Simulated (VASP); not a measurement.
# SnO (P4/nmm) in VASP: a series of runs

The runs below take SnO through single point, with PBE, LDA, PBE+D4.

Program: VASP 6.6.1. These are calculated values, not measurements. Logs are shortened: lines on timing, memory, paths and dates and some standing lists are left out, and cuts for length are marked.

### Step 1. The cell of the first run

The structure is tetragonal, space group P4/nmm (No. 129). The conventional cell has a = 3.793 Å, b = 3.793 Å, c = 4.758 Å, α = 90.00°, β = 90.00°, γ = 90.00°. Sn (site symmetry 4mm) has 4 O at 2.22 Å within 2.9 Å. O (site symmetry -4m2) has 4 Sn at 2.22 Å and 4 O at 2.68 Å within 2.9 Å.

### Step 2. Single point, PBE

The input, INCAR:

```
SYSTEM = SnO
PREC = Accurate
ENCUT = 520
EDIFF = 1E-7
ISMEAR = -1
SIGMA = 0.02
LREAL = .FALSE.
LASPH = .TRUE.
NELM = 80
ALGO = Normal
ISIF = 2
LWAVE = .FALSE.
LCHARG = .FALSE.
GGA = PE
NBANDS = 28
```

The input, KPOINTS:

```
Automatic mesh
0
G
  6 6 6
  0 0 0
```

The input, POSCAR:

```
SnO
1.0
    3.7926486997      0.0000000000      0.0000000000
    0.0000000000      3.7926486997      0.0000000000
    0.0000000000      0.0000000000      4.7582138802
Sn O
2 2
Direct
    0.5000000000      0.0000000000      0.2410340763
    0.0000000000      0.5000000000      0.7589659237
    0.0000000000      0.0000000000      0.0000000000
    0.5000000000      0.5000000000      0.0000000000
```

Potentials or basis: VASP PAW PBE potentials, release 64 (Sn_d, O).

Command:

```bash
> cat potpaw_PBE.64/Sn_d/POTCAR potpaw_PBE.64/O/POTCAR > POTCAR
> mpirun -np 1 vasp_std > vasp.out
```

OUTCAR:

```text
SYSTEM = SnO
   PREC = Accurate
   ENCUT = 520
   EDIFF = 1E-7
   ISMEAR = -1
   LREAL = .FALSE.
   LASPH = .TRUE.
   NELM = 80
   ISIF = 2
   GGA = PE

 ion  position               nearest neighbor table
   1  0.500  0.000  0.241-   3 2.22   4 2.22   4 2.22   3 2.22   2 3.53   2 3.53   2 3.53   2 3.53
                             2 3.64   2 3.64   2 3.64   2 3.64
   2  0.000  0.500  0.759-   3 2.22   4 2.22   3 2.22   4 2.22   1 3.53   1 3.53   1 3.53   1 3.53
                             1 3.64   1 3.64   1 3.64   1 3.64
   3  0.000  0.000  0.000-   1 2.22   2 2.22   2 2.22   1 2.22
   4  0.500  0.500  0.000-   1 2.22   2 2.22   1 2.22   2 2.22

  LATTYP: Found a simple tetragonal cell.
 ALAT       =     3.7926486997
 C/A-ratio  =     1.2545886152

  Lattice vectors:

 A1 = (   3.7926486997,   0.0000000000,   0.0000000000)
 A2 = (   0.0000000000,   3.7926486997,   0.0000000000)
 A3 = (   0.0000000000,   0.0000000000,   4.7582138802)

Analysis of symmetry for initial positions (statically):
=====================================================================
 Subroutine PRICEL returns:
 Original cell was already a primitive cell.

 Routine SETGRP: Setting up the symmetry group for a
 simple tetragonal supercell.

 Subroutine GETGRP returns: Found 16 space group operations
 (whereof  8 operations were pure point group operations)
 out of a pool of 16 trial point group operations.

The static configuration has the point symmetry D_2d.
 The point group associated with its full space group is D_4h.

Analysis of symmetry for dynamics (positions and initial velocities):
=====================================================================
 Subroutine PRICEL returns:
 Original cell was already a primitive cell.

 Routine SETGRP: Setting up the symmetry group for a
 simple tetragonal supercell.

 Subroutine GETGRP returns: Found 16 space group operations
 (whereof  8 operations were pure point group operations)
 out of a pool of 16 trial point group operations.

The dynamic configuration has the point symmetry D_2d.
 The point group associated with its full space group is D_4h.

 Subroutine INISYM returns: Found 16 space group operations
 (whereof  8 operations are pure point group operations),
 and found     1 'primitive' translations

----------------------------------------------------------------------------------------

                                     Primitive cell

  volume of cell :      68.4430

  direct lattice vectors                    reciprocal lattice vectors
     3.792648700  0.000000000  0.000000000     0.263667974  0.000000000  0.000000000
     0.000000000  3.792648700  0.000000000     0.000000000  0.263667974  0.000000000
[... 94 lines left out ...]
   NFREE  =      0    steps in history (QN), initial steepest desc. (CG)
   ISIF   =      2    stress and relaxation
   ISYM   =      2    0-nonsym 1-usesym 2-fastsym
   POTIM  = 0.5000    time-step for ionic-motion
   TEBEG  =    0.0;   TEEND  =   0.0 temperature during run
   PSTRESS=    0.0 pullay stress
   NELECT =      40.0000    total number of electrons
   NUPDOWN=      -1.0000    fix difference up-down
   EMIN   =  10.00;   EMAX   =-10.00  energy-range for DOS
   EFERMI =   0.00;   METHOD = LEGACY
   ISMEAR =    -1;   SIGMA  =   0.02  broadening in eV -4-tet -1-fermi 0-gaus
   EFERMI_NEDOS =   21; number of points for ismear=-14 and -15
   IALGO  =     38    algorithm
   IMIX   =      4    mixing-type and parameters
     AMIX     =   0.40;   BMIX     =  1.00
     AMIX_MAG =   1.60;   BMIX_MAG =  1.00
  volume/ion in A,a.u.               =      17.11       115.47
  Fermi-wavevector in a.u.,A,eV,Ry     =   1.368732  2.586528 25.489527  1.873427
  Thomas-Fermi vector in A             =   2.494670
   LORBIT       =      0    0 simple, 1 ext, 2 COOP (PROOUT), +10 PAW based schemes
   GGA     = PE    functional components
   LHFCALC =     F    Hartree Fock is set to
   AEXX    =    0.0000 exact exchange contribution
   IVDW    =     0    specifies the selected vdW correction
   LEPSILON=     F    determine dielectric tensor
   LRPA    =     F    only Hartree local field effects (RPA)
 non-spin polarized calculation
  energy-cutoff  :      520.00
  volume of cell :       68.44
 maximum number of plane-waves:      1868
   NGX = 15   NGY = 15   NGZ = 17

 number of electron      39.9999997 magnetization

 Free energy of the ion-electron system (eV)
  ---------------------------------------------------
  ext. energy  EPLUGINS =         0.00000000
  ---------------------------------------------------
  free energy    TOTEN  =       -22.63874556 eV

  energy without entropy =      -22.63820329  energy(sigma->0) =      -22.63847443

 E-fermi :   7.4547     XC(G=0): -10.3881

 val. band max:        7.4402672501   @ k =   0.5000   0.5000   0.0000
 cond. band min:       7.5028190927   @ k =   0.0000   0.0000   0.0000
 fundamental gap:      0.0625518426
 Fermi energy:         7.4547048841

 k-point     1 :       0.0000    0.0000    0.0000
  band No.  band energies     occupation
      1     -14.6204      2.00000
      2     -14.1600      2.00000
      3     -14.1600      2.00000
      4     -14.1516      2.00000
      5     -14.1094      2.00000
      6     -14.1051      2.00000
[... 733 lines left out ...]
     27      16.6631      0.00000
     28      16.6631      0.00000

 [... further k-points ...]

------------------------ aborting loop because EDIFF is reached ----------------------------------------

  FORCE on cell =-STRESS in cart. coord.  units (eV):
  Direction    XX          YY          ZZ          XY          YZ          ZX
  --------------------------------------------------------------------------------------
  -------------------------------------------------------------------------------------
  Total        2.5329592      2.5329592      2.1507794      0.0000000      0.0000000      0.0000000
  in kB       59.2938416     59.2938416     50.3474232      0.0000000      0.0000000      0.0000000
  external PRESSURE =      56.3117021 kB  Pullay stress =       0.0000000 kB

 VOLUME and BASIS-vectors are now :
 -----------------------------------------------------------------------------
  energy-cutoff  :      520.00
  volume of cell :       68.44
      direct lattice vectors                 reciprocal lattice vectors
     3.792648700  0.000000000  0.000000000     0.263667974  0.000000000  0.000000000
     0.000000000  3.792648700  0.000000000     0.000000000  0.263667974  0.000000000
     0.000000000  0.000000000  4.758213880     0.000000000  0.000000000  0.210162894

 POSITION                                       TOTAL-FORCE (eV/Angst)
 -----------------------------------------------------------------------------------
      1.89632      0.00000      1.14689        -0.000000     -0.000000      0.582950
      0.00000      1.89632      3.61132         0.000000      0.000000     -0.582950
      0.00000      0.00000      0.00000         0.000000     -0.000000      0.000000
      1.89632      1.89632      0.00000         0.000000      0.000000      0.000000
 -----------------------------------------------------------------------------------
    total drift:                                0.000000      0.000000      0.000000

  FREE ENERGIE OF THE ION-ELECTRON SYSTEM (eV)
  ---------------------------------------------------
  free  energy   TOTEN  =       -22.6387455626 eV

  energy  without entropy=      -22.6382032881  energy(sigma->0) =      -22.63847443
```

Wall time 1.9 min (1 thread of Intel Xeon 8259CL, shared host); peak memory 0.21 GiB.

What came out:

| Item | Value |
| --- | --- |
| Free energy | -22.6387 eV |
| Pressure | 5.6 GPa |
| Largest force | 0.583 eV/Å |
| Band gap on the k mesh | zero (bands 20 and 21 overlap by 0.06 eV) |

Forces on the atoms (eV/Å):
```
Sn   0.000  0.000  0.583
Sn   0.000  0.000 -0.583
O    0.000  0.000  0.000
O    0.000  0.000  0.000
```

Stress tensor (GPa, compression positive):
```
5.93 0.00 0.00
0.00 5.93 0.00
0.00 0.00 5.03
```

Caveat: the cell stands under pressure; semilocal functionals underestimate gaps, and a narrow one can read as zero; spin-orbit coupling is left out, which moves the levels of the heavy elements.

### Step 3. Single point, LDA

The input, INCAR:

```
PREC     = Accurate       # precision mode
ENCUT    = 520            # plane-wave cutoff, eV
EDIFF    = 1E-7           # SCF threshold, eV
ISMEAR   = -1             # smearing method
SIGMA    = 0.02           # smearing width, eV
LREAL    = F              # projectors in reciprocal space
LASPH    = T              # aspherical terms in the spheres
NELM     = 100            # most SCF steps
ALGO     = Normal         # electronic algorithm
ISIF     = 2              # what is computed and relaxed
LWAVE    = F              # write WAVECAR
LCHARG   = F              # write CHGCAR
NBANDS   = 28             # bands
```

The input, KPOINTS:

```
Automatic mesh
0
Gamma
  6 6 6
```

POSCAR is that of step 2.

Potentials or basis: VASP PAW LDA potentials, release 64 (Sn_d, O).

Command:

```bash
> cat potpaw_LDA.64/Sn_d/POTCAR potpaw_LDA.64/O/POTCAR > POTCAR
> mpirun -np 1 vasp_std > vasp.out
```

Run time: 1.9 min. Hardware: 1 thread of Intel Xeon 8259CL, shared host; peak memory 0.19 GiB.

It converged, with:

| Item | Value |
| --- | --- |
| Free energy | -25.7231 eV |
| Pressure | -1.5 GPa |
| Largest force | 0.009 eV/Å |
| Band gap on the k mesh | 0.01 eV (least direct gap 1.87 eV) |

Forces on the atoms (eV/Å):
```
Sn   0.000  0.000 -0.009
Sn   0.000  0.000  0.009
O    0.000  0.000  0.000
O    0.000  0.000  0.000
```

Stress tensor (GPa, compression positive):
```
-1.66  0.00  0.00
 0.00 -1.66  0.00
 0.00  0.00 -1.25
```

Levels at points of the mesh, in eV from the valence-band top:
```
           k point  band 17  band 18  band 19  band 20  band 21  band 22  band 23  band 24
(0.00, 0.00, 0.00)    -3.51    -3.22    -3.22     0.00     2.16     4.41     4.64     4.64
(0.50, 0.00, 0.00)    -4.94    -4.94    -2.75    -2.75     3.26     3.26     5.89     5.89
(0.50, 0.50, 0.00)    -2.53    -2.53    -1.87    -1.87     0.01     0.01     4.44     4.44
(0.00, 0.00, 0.50)    -3.23    -3.23    -2.96    -2.19     1.54     2.83     2.83     3.64
(0.50, 0.00, 0.50)    -4.89    -4.89    -1.72    -1.72     2.67     2.67     5.35     5.35
(0.50, 0.50, 0.50)    -2.75    -2.75    -2.53    -2.53     2.36     2.36     4.16     4.16
```

Caveat: the smearing spreads over this small gap; semilocal functionals underestimate gaps, and a narrow one can read as zero; spin-orbit coupling is left out, which moves the levels of the heavy elements. A k mesh can miss the band edges.

### Step 4. Single point, PBE+D4

This run uses another cell than the first one, of 17.41 Å³/atom.

The input, INCAR:

```
SYSTEM = SnO
PREC = Accurate ; ENCUT = 520
EDIFF = 1E-6 ; ISMEAR = -1
SIGMA = 0.02 ; LREAL = .False.
LASPH = .True. ; NELM = 80
ALGO = Normal ; ISIF = 2
LWAVE = .False. ; LCHARG = .False.
GGA = PE ; IVDW = 13
NBANDS = 28
```

The input, KPOINTS:

```
Automatic mesh
0
Gamma
  6 6 6
  0 0 0
```

The input, POSCAR:

```
SnO
1.0
    3.8320215491      0.0000000000      0.0000000000
    0.0000000000      3.8320215491      0.0000000000
    0.0000000000      0.0000000000      4.7415670209
Sn O
2 2
Direct
    0.5000000000      0.0000000000      0.2447167782
    0.0000000000      0.5000000000      0.7552832218
    0.0000000000      0.0000000000      0.0000000000
    0.5000000000      0.5000000000      0.0000000000
```

Potentials or basis: VASP PAW PBE potentials, release 64 (Sn_d, O).

Command:

```bash
> cat potpaw_PBE.64/Sn_d/POTCAR potpaw_PBE.64/O/POTCAR > POTCAR
> mpirun -np 1 vasp_std > vasp.out
```

It took 2 min on 1 thread of Intel Xeon 8259CL, shared host; peak memory 0.21 GiB.

It converged, with:

- Free energy: -23.7819 eV
- Pressure: 0.2 GPa
- Largest force: 0.079 eV/Å
- Band gap on the k mesh: zero (bands 20 and 21 overlap by 0.04 eV)
- Dispersion energy per atom: -0.275 eV

Forces in eV/Å, atoms in the order of the input:
```
Sn   0.000  0.000  0.079
Sn   0.000  0.000 -0.079
O    0.000  0.000  0.000
O    0.000  0.000  0.000
```

Levels at points of the mesh, in eV from the Fermi level:
| k point | band 18 | band 19 | band 20 | band 21 | band 22 | band 23 |
| --- | --- | --- | --- | --- | --- | --- |
| (0.00, 0.00, 0.00) | -3.02 | -3.02 | 0.04 | 2.22 | 4.54 | 4.54 |
| (0.50, 0.00, 0.00) | -4.67 | -2.66 | -2.66 | 3.34 | 3.34 | 5.83 |
| (0.50, 0.50, 0.00) | -2.37 | -1.83 | -1.83 | -0.01 | -0.01 | 4.58 |
| (0.00, 0.00, 0.50) | -3.04 | -2.93 | -2.06 | 1.77 | 2.82 | 2.82 |
| (0.50, 0.00, 0.50) | -4.62 | -1.65 | -1.65 | 2.75 | 2.75 | 5.30 |
| (0.50, 0.50, 0.50) | -2.73 | -2.37 | -2.37 | 2.35 | 2.35 | 4.30 |

Caveat: semilocal functionals underestimate gaps, and a narrow one can read as zero; spin-orbit coupling is left out, which moves the levels of the heavy elements.

### Step 5. Summary

```tsv
level	potentials or basis	cell	gap on the mesh (eV)	pressure (GPa)	largest force (eV/Å)
PBE	VASP PAW PBE potentials, release 64 (Sn_d, O)	a = 3.793, b = 3.793, c = 4.758 Å, 4 atoms, atomic positions A	none	5.6	0.58
LDA	VASP PAW LDA potentials, release 64 (Sn_d, O)	a = 3.793, b = 3.793, c = 4.758 Å, 4 atoms, atomic positions A	0.01	-1.5	0.01
PBE+D4	VASP PAW PBE potentials, release 64 (Sn_d, O)	a = 3.832, b = 3.832, c = 4.742 Å, 4 atoms, atomic positions B	none	0.2	0.08
```

Alike in all rows: task single point; no spin polarisation; k mesh 6 × 6 × 6; cutoff (eV) 520; smearing fermi-dirac 0.02 eV.

Caveats: semilocal functionals underestimate gaps, and a narrow one can read as zero; spin-orbit coupling is left out, which moves the levels of the heavy elements; the cell stands under pressure (at least some runs); the smearing spreads over this small gap (at least some runs).

Absolute energies hang on the potentials; compare differences alone.

The gap in the log of VASP goes by the Fermi energy; the results here count the filled bands.